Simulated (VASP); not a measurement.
# ZnS (Wurtzite-2H) (P6_3mc) in VASP: a series of runs

Aim: see how the results for ZnS (Wurtzite-2H) move with the level of theory and the settings. Levels: LDA, BLYP+D3(BJ). Tasks: single point.

Program: VASP 6.6.1. These are calculated values, not measurements. Logs are shortened: lines on timing, memory, paths and dates and some standing lists are left out, and cuts for length are marked.

## 1. The cell of the first run

The structure is hexagonal, space group P6_3mc (No. 186). The conventional cell has a = 3.861 Å, b = 3.861 Å, c = 6.316 Å, α = 90.00°, β = 90.00°, γ = 120.00°. Within 3.1 Å of Zn (site symmetry 3m) lie 4 S at 2.34 to 2.43 Å. Within 3.1 Å of S (site symmetry 3m) lie 4 Zn at 2.34 to 2.43 Å.

## 2. Single point, LDA

Input file INCAR:

```
SYSTEM = ZnS
ALGO = Normal
EDIFF = 1E-6
ENCUT = 520
GGA = CA
ISIF = 2
ISMEAR = -1
LASPH = .True.
LCHARG = .False.
LREAL = .False.
LWAVE = .False.
NBANDS = 26
NELM = 80
PREC = Accurate
SIGMA = 0.05
```

Input file KPOINTS:

```
k-points
0
Gamma
  8 8 5
  0 0 0
```

Input file POSCAR:

```
ZnS
1.0
    3.8611504880      0.0000000000      0.0000000000
   -1.9305752440      3.3438544104      0.0000000000
    0.0000000000      0.0000000000      6.3160357234
Zn S
2 2
Direct
    0.6666666667      0.3333333333      0.5000000000
    0.3333333333      0.6666666667      0.0000000000
    0.6666666667      0.3333333333      0.8850000000
    0.3333333333      0.6666666667      0.3850000000
```

Potentials or basis: VASP PAW LDA potentials, release 64 (Zn, S).

Run with:

```sh
cat potpaw_LDA.64/Zn/POTCAR potpaw_LDA.64/S/POTCAR > POTCAR
mpirun -np 1 vasp_std > vasp.out
```

OUTCAR:

```text
SYSTEM = ZnS
   EDIFF = 1E-6
   ENCUT = 520
   GGA = CA
   ISIF = 2
   ISMEAR = -1
   LASPH = .True.
   LREAL = .False.
   NELM = 80
   PREC = Accurate

 ion  position               nearest neighbor table
   1  0.667  0.333  0.500-   4 2.34   4 2.34   4 2.34   3 2.43
   2  0.333  0.667  0.000-   3 2.34   3 2.34   3 2.34   4 2.43
   3  0.667  0.333  0.885-   2 2.34   2 2.34   2 2.34   1 2.43
   4  0.333  0.667  0.385-   1 2.34   1 2.34   1 2.34   2 2.43

  LATTYP: Found a hexagonal cell.
 ALAT       =     3.8611504880
 C/A-ratio  =     1.6357911309

  Lattice vectors:

 A1 = (   3.8611504880,   0.0000000000,   0.0000000000)
 A2 = (  -1.9305752440,   3.3438544104,   0.0000000000)
 A3 = (   0.0000000000,   0.0000000000,   6.3160357234)

Analysis of symmetry for initial positions (statically):
=====================================================================
 Subroutine PRICEL returns:
 Original cell was already a primitive cell.

 Routine SETGRP: Setting up the symmetry group for a
 hexagonal supercell.

 Subroutine GETGRP returns: Found 12 space group operations
 (whereof  6 operations were pure point group operations)
 out of a pool of 24 trial point group operations.

The static configuration has the point symmetry C_3v.
 The point group associated with its full space group is C_6v.

Analysis of symmetry for dynamics (positions and initial velocities):
=====================================================================
 Subroutine PRICEL returns:
 Original cell was already a primitive cell.

 Routine SETGRP: Setting up the symmetry group for a
 hexagonal supercell.

 Subroutine GETGRP returns: Found 12 space group operations
 (whereof  6 operations were pure point group operations)
 out of a pool of 24 trial point group operations.

The dynamic configuration has the point symmetry C_3v.
 The point group associated with its full space group is C_6v.

 Subroutine INISYM returns: Found 12 space group operations
 (whereof  6 operations are pure point group operations),
 and found     1 'primitive' translations

----------------------------------------------------------------------------------------

                                     Primitive cell

  volume of cell :      81.5471

  direct lattice vectors                    reciprocal lattice vectors
     3.861150488  0.000000000  0.000000000     0.258990164  0.149528041  0.000000000
    -1.930575244  3.343854410  0.000000000     0.000000000  0.299056082  0.000000000
     0.000000000  0.000000000  6.316035723     0.000000000  0.000000000  0.158327160

  length of vectors
     3.861150488  3.861150488  6.316035723     0.299056082  0.299056082  0.158327160

  position of ions in fractional coordinates (direct lattice)
     0.666666667  0.333333333  0.500000000
     0.333333333  0.666666667  0.000000000
     0.666666667  0.333333333  0.885000000
     0.333333333  0.666666667  0.385000000

  ion indices of the primitive-cell ions
   primitive index   ion index
                 1           1
                 2           2
                 3           3
                 4           4

----------------------------------------------------------------------------------------

 KPOINTS: k-points

Automatic generation of k-mesh.
 Grid dimensions read from file:
 generate k-points for:    8    8    5

 Generating k-lattice:

  Cartesian coordinates                     Fractional coordinates (reciprocal lattice)
     0.032373771  0.018691005  0.000000000     0.125000000 -0.000000000  0.000000000
     0.000000000  0.037382010  0.000000000     0.000000000  0.125000000  0.000000000
     0.000000000  0.000000000  0.031665432     0.000000000  0.000000000  0.200000000

  Length of vectors
     0.037382010  0.037382010  0.031665432

  Shift w.r.t. Gamma in fractional coordinates (k-lattice)
     0.000000000  0.000000000  0.000000000

 Subroutine IBZKPT returns following result:
 ===========================================

 Found     30 irreducible k-points:

 Following reciprocal coordinates:
            Coordinates               Weight
  0.000000  0.000000  0.000000      1.000000
  0.125000 -0.000000  0.000000      6.000000
  0.250000 -0.000000  0.000000      6.000000
  0.375000 -0.000000  0.000000      6.000000
  0.500000 -0.000000  0.000000      3.000000
  0.125000  0.125000  0.000000      6.000000
[... 16 lines left out ...]
  0.250000 -0.000000  0.400000     12.000000
  0.375000 -0.000000  0.400000     12.000000
 [... further k-points ...]
   k-points           NKPTS =     30   k-points in BZ     NKDIM =     30   number of bands    NBANDS=     26
   number of dos      NEDOS =    301   number of ions     NIONS =      4
   total plane-waves  NPLWV =  43200
   dimension x,y,z NGX =    30 NGY =   30 NGZ =   48
   dimension x,y,z NGXF=    60 NGYF=   60 NGZF=   96
   ions per type =               2   2
   NGX,Y,Z   is equivalent  to a cutoff of  12.92, 12.92, 12.63 a.u.
   NGXF,Y,Z  is equivalent  to a cutoff of  25.83, 25.83, 25.27 a.u.
 SYSTEM =  ZnS
   PREC   = accura    normal or accurate (medium, high low for compatibility)
   ISTART =      0    job   : 0-new  1-cont  2-samecut
   ICHARG =      2    charge: 1-file 2-atom 10-const
   ISPIN  =      1    spin polarized calculation?
   LNONCOLLINEAR =      F non collinear calculations
   LSORBIT =      F    spin-orbit coupling
   LASPH  =      T    aspherical Exc in radial PAW
   ENCUT  =  520.0 eV  38.22 Ry    6.18 a.u.   7.18  7.18 11.74*2*pi/ulx,y,z
   NELM   =     80;   NELMIN=  2; NELMDL= -5     # of ELM steps
   EDIFF  = 0.1E-05   stopping-criterion for ELM
   LREAL  =      F    real-space projection
   EDIFFG = 0.1E-04   stopping-criterion for IOM
   NSW    =      0    number of steps for IOM
   IBRION =     -1    ionic relax: 0-MD 1-quasi-New 2-CG
   NFREE  =      0    steps in history (QN), initial steepest desc. (CG)
   ISIF   =      2    stress and relaxation
   ISYM   =      2    0-nonsym 1-usesym 2-fastsym
   POTIM  = 0.5000    time-step for ionic-motion
   TEBEG  =    0.0;   TEEND  =   0.0 temperature during run
   PSTRESS=    0.0 pullay stress
   NELECT =      36.0000    total number of electrons
   NUPDOWN=      -1.0000    fix difference up-down
   EMIN   =  10.00;   EMAX   =-10.00  energy-range for DOS
   EFERMI =   0.00;   METHOD = LEGACY
   ISMEAR =    -1;   SIGMA  =   0.05  broadening in eV -4-tet -1-fermi 0-gaus
   EFERMI_NEDOS =   21; number of points for ismear=-14 and -15
   IALGO  =     38    algorithm
   IMIX   =      4    mixing-type and parameters
     AMIX     =   0.40;   BMIX     =  1.00
     AMIX_MAG =   1.60;   BMIX_MAG =  1.00
  volume/ion in A,a.u.               =      20.39       137.58
  Fermi-wavevector in a.u.,A,eV,Ry     =   1.246540  2.355618 21.141565  1.553861
  Thomas-Fermi vector in A             =   2.380712
   LORBIT       =      0    0 simple, 1 ext, 2 COOP (PROOUT), +10 PAW based schemes
   GGA     = CA    functional components
   LHFCALC =     F    Hartree Fock is set to
   AEXX    =    0.0000 exact exchange contribution
   IVDW    =     0    specifies the selected vdW correction
   LEPSILON=     F    determine dielectric tensor
   LRPA    =     F    only Hartree local field effects (RPA)
 non-spin polarized calculation
  energy-cutoff  :      520.00
  volume of cell :       81.55
 maximum number of plane-waves:      2208
 NGX is ok and might be reduce to    30
   NGX = 15   NGY = 15   NGZ = 23

 number of electron      36.0000027 magnetization

 Free energy of the ion-electron system (eV)
  ---------------------------------------------------
  ext. energy  EPLUGINS =         0.00000000
  ---------------------------------------------------
  free energy    TOTEN  =       -16.23882477 eV

  energy without entropy =      -16.23882477  energy(sigma->0) =      -16.23882477

 E-fermi :   2.5596     XC(G=0):  -9.8822

 val. band max:        1.6298513317   @ k =   0.0000   0.0000   0.0000
 cond. band min:       3.4630202191   @ k =   0.0000   0.0000   0.0000
 fundamental gap:      1.8331688875
 Fermi energy:         2.5595686760

 k-point     1 :       0.0000    0.0000    0.0000
  band No.  band energies     occupation
      1     -11.2750      2.00000
      2     -10.3991      2.00000
      3      -4.7596      2.00000
      4      -4.7596      2.00000
      5      -4.7016      2.00000
      6      -4.7016      2.00000
[... 18 lines left out ...]
     25       9.0971      0.00000
     26      10.4681      0.00000

 k-point     2 :       0.1250   -0.0000    0.0000
  band No.  band energies     occupation
      1     -11.1734      2.00000
      2     -10.3411      2.00000
      3      -4.7646      2.00000
      4      -4.7368      2.00000
      5      -4.6934      2.00000
      6      -4.6724      2.00000
[... 18 lines left out ...]
     25       9.5597      0.00000
     26       9.9406      0.00000

 k-point     3 :       0.2500   -0.0000    0.0000
  band No.  band energies     occupation
      1     -10.9015      2.00000
      2     -10.2056      2.00000
      3      -4.7568      2.00000
      4      -4.6867      2.00000
      5      -4.6673      2.00000
      6      -4.5988      2.00000
[... 18 lines left out ...]
     25       9.7998      0.00000
     26      10.3197      0.00000

 k-point     4 :       0.3750   -0.0000    0.0000
  band No.  band energies     occupation
      1     -10.5670      2.00000
      2     -10.0958      2.00000
      3      -4.7235      2.00000
      4      -4.6470      2.00000
      5      -4.5973      2.00000
      6      -4.5221      2.00000
[... 18 lines left out ...]
     25      10.1138      0.00000
     26      11.4867      0.00000
[... 496 lines left out ...]
      1     -10.9126      2.00000
      2     -10.6573      2.00000
      3      -4.7535      2.00000
      4      -4.7275      2.00000
      5      -4.7197      2.00000
      6      -4.6998      2.00000
[... 18 lines left out ...]
     25       8.8673      0.00000
     26       9.1010      0.00000

 k-point    23 :       0.2500   -0.0000    0.4000
  band No.  band energies     occupation
      1     -10.6761      2.00000
      2     -10.4616      2.00000
      3      -4.7491      2.00000
      4      -4.7144      2.00000
      5      -4.6597      2.00000
      6      -4.6325      2.00000
[... 18 lines left out ...]
     25       9.2986      0.00000
     26       9.8922      0.00000

 k-point    24 :       0.3750   -0.0000    0.4000
  band No.  band energies     occupation
      1     -10.4041      2.00000
      2     -10.2578      2.00000
      3      -4.7259      2.00000
      4      -4.6867      2.00000
      5      -4.6048      2.00000
      6      -4.5658      2.00000
[... 18 lines left out ...]
     25      10.2766      0.00000
     26      10.8079      0.00000

 [... further k-points ...]
[... 5 lines left out ...]
  --------------------------------------------------------------------------------------
  -------------------------------------------------------------------------------------
  Total       -2.9502680     -2.9502680     -3.4705746      0.0000000      0.0000000      0.0000000
  in kB      -57.9646731    -57.9646731    -68.1872701      0.0000000      0.0000000      0.0000000
  external PRESSURE =     -61.3722054 kB  Pullay stress =       0.0000000 kB

 VOLUME and BASIS-vectors are now :
 -----------------------------------------------------------------------------
  energy-cutoff  :      520.00
  volume of cell :       81.55
      direct lattice vectors                 reciprocal lattice vectors
     3.861150488  0.000000000  0.000000000     0.258990164  0.149528041  0.000000000
    -1.930575244  3.343854410  0.000000000     0.000000000  0.299056082  0.000000000
     0.000000000  0.000000000  6.316035723     0.000000000  0.000000000  0.158327160

 POSITION                                       TOTAL-FORCE (eV/Angst)
 -----------------------------------------------------------------------------------
      1.93058      1.11462      3.15802        -0.000000     -0.000000      0.253744
     -0.00000      2.22924      0.00000         0.000000      0.000000      0.253744
      1.93058      1.11462      5.58969        -0.000000     -0.000000     -0.253744
     -0.00000      2.22924      2.43167         0.000000      0.000000     -0.253744
 -----------------------------------------------------------------------------------
    total drift:                               -0.000000     -0.000000      0.000337

  FREE ENERGIE OF THE ION-ELECTRON SYSTEM (eV)
  ---------------------------------------------------
  free  energy   TOTEN  =       -16.2388247697 eV

  energy  without entropy=      -16.2388247694  energy(sigma->0) =      -16.23882477
```

Run time: 22 s. Hardware: 1 thread of Intel Xeon 6975P-C (Granite Rapids), shared host; peak memory 0.19 GiB.

What came out:

```yaml
Free_energy: -16.2388 eV
Pressure: -6.1 GPa
Largest_force: 0.254 eV/Å
Band_gap_on_the_k_mesh: 1.83 eV, direct
```

Forces in eV/Å, atoms in the order of the input:
```
Zn   0.000  0.000  0.254
Zn   0.000  0.000  0.254
S    0.000  0.000 -0.254
S    0.000  0.000 -0.254
```

(Continued in part 2 of 2.)
